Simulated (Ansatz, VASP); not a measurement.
**HfO2: VASP beside Ansatz**

```
CELL_PARAMETERS angstrom
0.00000 -2.52207 -2.52207
0.00000 2.52207 -2.52207
5.04413 0.00000 0.00000
ATOMIC_POSITIONS crystal
Hf 0.02399 0.97601 0.00000
Hf 0.47601 0.52399 0.50000
O 0.99905 0.49905 0.68593
O 0.50095 0.00095 0.31407
O 0.99905 0.49905 0.18593
O 0.50095 0.00095 0.81407
```

Change from the starting cell: mode 1 frozen in at -0.323 Å and mode 5 at -0.121 Å (largest displacements).

Alike in both runs: task single point; functional PBEsol; k mesh 6 × 6 × 6; occupations gaussian, width 0.05 eV; no spin polarisation.

|  | VASP | Ansatz |
| --- | --- | --- |
| version | VASP 6.6.1 | Ansatz 0.2.0 |
| potentials or method | VASP PAW PBE potentials, release 64 (Hf_pv, O), cutoff 520 eV | scalar-relativistic, plane waves, PAW |
| valence electrons in the cell | 44 | 76 |

VASP gave:

| Property | Result |
| --- | --- |
| gap on the k mesh at the Fermi level (eV) | 4.43 |
| least direct gap on the mesh (eV) | 4.53 |
| pressure (GPa) | 9.3 |
| traceless stress, the component that is largest in VASP (GPa) | 10.32 |
| rms of the force components (eV/Å) | 0.885 |

What did Ansatz give for the same quantities?

gap on the k mesh at the Fermi level (eV): 4.46; least direct gap on the mesh (eV): 4.56; pressure (GPa): 12.5; traceless stress, the component that is largest in VASP (GPa): 10.19; rms of the force components (eV/Å): 0.883.

VASP's potentials were made for PBE, not for PBEsol, and Ansatz warns of the same on its side. Atom by atom the forces differ by 0.018 eV/Å (rms over components). The functional is the same, so the differences come from potentials, cutoffs and numerics. VASP's potentials hold 44 valence electrons a cell and Ansatz's 76, so a difference there can come from the potentials and not from the codes.

Spin-orbit coupling is off throughout.
